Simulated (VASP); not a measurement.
BaTiO3, 5 atoms in the cell. Symmetry: Pm-3m, No. 221, cubic system. The conventional cell has a = 4.007 Å, b = 4.007 Å, c = 4.007 Å, α = 90.00°, β = 90.00°, γ = 90.00°. Ba (site symmetry m-3m) has 12 O at 2.83 Å and 8 Ti at 3.47 Å within 3.7 Å. Ti (site symmetry m-3m) has 6 O at 2.00 Å within 2.7 Å. O (site symmetry 4/mmm) has 2 Ti at 2.00 Å within 2.7 Å. 

* Program: VASP 6.6.1
* Task: single point
* Functional: PBE
* Potentials or basis: VASP PAW PBE potentials, release 64 (Ba_sv, Ti_sv, O)
* Cutoff: 520 eV
* k mesh: 8 × 8 × 8
* Occupations: fermi-dirac, width 0.05 eV
* Spin: no spin polarisation
* Dipole correction: no
* Further INCAR settings: ALGO = Normal; EDIFF = 1e-06; NBANDS = 28

Potentials or basis: VASP PAW PBE potentials, release 64 (Ba_sv, Ti_sv, O).

Command:

```sh
$ cat potpaw_PBE.64/Ba_sv/POTCAR potpaw_PBE.64/Ti_sv/POTCAR potpaw_PBE.64/O/POTCAR > POTCAR
$ mpirun -np 1 vasp_std > vasp.out
```

Hardware: 1 thread of AMD EPYC 7571, with other jobs on the host.

Q: How long does it take, and how much memory?

A: Wall time 100 s on 1 thread of AMD EPYC 7571 (shared host), peak memory 0.18 GiB. Counts: scf iterations 15, k points 35.
